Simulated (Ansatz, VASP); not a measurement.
Co: VASP beside Ansatz

```
CELL_PARAMETERS angstrom
0.00000 1.73487 1.73487
1.73487 0.00000 1.73487
1.73487 1.73487 0.00000
ATOMIC_POSITIONS crystal
Co 0.00000 0.00000 0.00000
```

Alike in both runs: task single point; functional PBEsol; k mesh 25 × 25 × 25; occupations fermi-dirac, width 0.05 eV; collinear spin.

|  | VASP | Ansatz |
| --- | --- | --- |
| version | VASP 6.6.1 | Ansatz 0.2.0 |
| potentials or method | VASP PAW PBE potentials, release 64 (Co), cutoff 520 eV | plane waves (420 eV) with PAW, scalar-relativistic |
| valence electrons in the cell | 9 | 17 |

|  | VASP | Ansatz | Ansatz less VASP |
| --- | --- | --- | --- |
| net moment per atom (μB) | 1.61 | 1.62 | +0.007 |
| size of the moment on the site where the two differ most (μB) | 1.61 | 1.67 | +0.058 |

VASP's potentials were made for PBE, not for PBEsol, and Ansatz warns of the same on its side. Site moments also hang on the region over which each program counts them. VASP's potentials hold 9 valence electrons a cell and Ansatz's 17, so a difference there can come from the potentials and not from the codes.
